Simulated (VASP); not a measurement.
## Si: single point with PBE

Si:

```
Si
1.0
     0.00000   -2.66639   -2.66639
     0.00000    2.66639   -2.66639
     5.33278    0.00000    0.00000
Si
4
Direct
  0.50000 0.50000 0.00000
  0.00000 0.00000 0.50000
  0.00000 0.50000 0.25000
  0.50000 0.00000 0.75000
```

```yaml
Program: VASP 6.6.1
Task: single point
Functional: PBE
Potentials_or_basis: VASP PAW PBE potentials, release 64 (Si)
Cutoff: 500 eV
k_mesh: 8 × 8 × 6
Occupations: gaussian, width 0.05 eV
Spin: non-collinear spin, zero start, spin-orbit coupling
Starting_moments: "[[0.0, 0.0, 0.0], [0.0, 0.0, 0.0], [0.0, 0.0, 0.0], [0.0, 0.0, 0.0]] μB"
Dipole_correction: no
Further_INCAR_settings: ALGO = Normal; EDIFF = 1e-06; NBANDS = 30
```

| Property | Result |
| --- | --- |
| Pressure | 7.9 GPa |
| Net moment | 0.00 μB per cell |
| Valence electrons inside the program's atomic spheres | Si 1.73 |

Moments on the atoms (μB; x, y, z):
```
Si  0.00 0.00 0.00
Si  0.00 0.00 0.00
Si  0.00 0.00 0.00
Si  0.00 0.00 0.00
```

Run time: 5 min on 1 thread of Oxide Virtual Turin-like Processor, on a shared host, peak memory 0.36 GiB.

Caveat: the cell stands under pressure.
